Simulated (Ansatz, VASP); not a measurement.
## Si: VASP beside Ansatz

```xyz
1
Lattice="-1.5568 1.5568 1.5568 1.5568 -1.5568 1.5568 1.5568 1.5568 -1.5568" Properties=species:S:1:pos:R:3 pbc="T T T"
Si    0.0000    0.0000    0.0000
```

Change from the starting cell: volume scaled by 1.03.

Alike in both runs: task single point; functional PBE; k mesh 18 × 18 × 18; occupations fermi-dirac, width 0.05 eV; no spin polarisation.

|  | VASP | Ansatz |
| --- | --- | --- |
| version | VASP 6.6.1 | Ansatz 0.2.0 |
| potentials or method | VASP PAW PBE potentials, release 64 (Si), cutoff 520 eV | all-electron LAPW, scalar-relativistic |

|  | VASP | Ansatz | Ansatz less VASP |
| --- | --- | --- | --- |
| pressure (GPa) | -2.6 | -2.6 | +0.05 |

Ansatz ran all-electron here, and VASP with PAW potentials.
